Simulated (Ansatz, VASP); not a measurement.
## PtS2: VASP and Ansatz over several settings

```
CELL_PARAMETERS angstrom
3.54320 0.00000 0.00000
-1.77160 3.06850 0.00000
0.00000 0.00000 5.03880
ATOMIC_POSITIONS crystal
Pt 0.00000 0.00000 0.00000
S 0.66667 0.33333 0.77300
S 0.33333 0.66667 0.22700
```

Single points on this cell with VASP 6.6.1 and Ansatz 0.2.0. Each row is one pair of runs. Alike in all rows: spin: off; k mesh: 9 × 9 × 5; VASP's potentials, cutoff: VASP PAW PBE potentials, release 64 (Pt, S), 520 eV; Ansatz's potentials, cutoff: Ansatz PAW, 420 eV.

```csv
level,smearing,"gap on the k mesh at the Fermi level (eV), VASP","gap on the k mesh at the Fermi level (eV), Ansatz","least direct gap on the mesh (eV), VASP","least direct gap on the mesh (eV), Ansatz","pressure (GPa), VASP","pressure (GPa), Ansatz"
PBE,"gaussian, width 0.012 eV",?,1.02,?,1.07,?,11.6
PBE,"gaussian, width 0.011 eV",1.03,1.02,1.08,1.07,11.1,11.6
PBE,"gaussian, width 0.03 eV",1.03,1.02,1.08,1.07,11.1,11.6
PBE,"gaussian, width 0.02 eV",1.03,1.02,1.08,1.07,11.1,11.6
PBE,"gaussian, width 0.023 eV",1.03,1.02,1.08,1.07,11.1,11.6
PBE,"gaussian, width 0.024 eV",1.03,1.02,1.08,1.07,11.1,11.6
PBE,"gaussian, width 0.022 eV",1.03,1.02,1.08,1.07,11.1,11.6
PBE,"gaussian, width 0.025 eV",1.03,1.02,1.08,1.07,11.1,11.6
```

**Question.** Fill in what VASP gave in row 1.

**Answer.** gap on the k mesh at the Fermi level (eV): 1.03; least direct gap on the mesh (eV): 1.08; pressure (GPa): 11.1.

VASP's potentials hold 22 valence electrons a cell and Ansatz's 30, so a difference there can come from the potentials and not from the codes.

Spin-orbit coupling is off throughout. Noted on Ansatz's runs: odd divisions of the mesh miss points on the zone boundary, where band edges often lie, so the gap on the mesh can be too wide.
